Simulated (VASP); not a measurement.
CoAu, 2 atoms in the cell. It takes space group F-43m (No. 216, cubic). The conventional cell has a = 5.630 Å, b = 5.630 Å, c = 5.630 Å, α = 90.00°, β = 90.00°, γ = 90.00°. Within 3.2 Å of Co (site symmetry -43m) lie 4 Au at 2.44 Å. Within 3.2 Å of Au (site symmetry -43m) lie 4 Co at 2.44 Å. 

```yaml
Program: VASP 6.6.1
Task: single point
Functional: PBE
Potentials_or_basis: VASP PAW PBE potentials, release 64 (Co, Au)
Cutoff: 520 eV
k_mesh: 18 × 18 × 18
Occupations: gaussian, width 0.1 eV
Spin: collinear spin, ferromagnetic start
Starting_moments: "[2.23, 0.25] μB"
Dipole_correction: no
Further_INCAR_settings: ALGO = Normal; EDIFF = 1e-06; NBANDS = 21
```

Potentials or basis: VASP PAW PBE potentials, release 64 (Co, Au).

The run is started by

```bash
$ cat potpaw_PBE.64/Co/POTCAR potpaw_PBE.64/Au/POTCAR > POTCAR
$ mpirun -np 1 vasp_std > vasp.out
```

Hardware: 1 thread of Intel(R) Xeon(R) Platinum 8488C (Sapphire Rapids), with other jobs on the host.

**Question.** How long does it take, and how much memory?

**Answer.** Wall time 4.6 min on 1 thread of Intel(R) Xeon(R) Platinum 8488C (Sapphire Rapids), on a shared host, peak memory 0.4 GiB. Counts: scf iterations 15, k points 195.
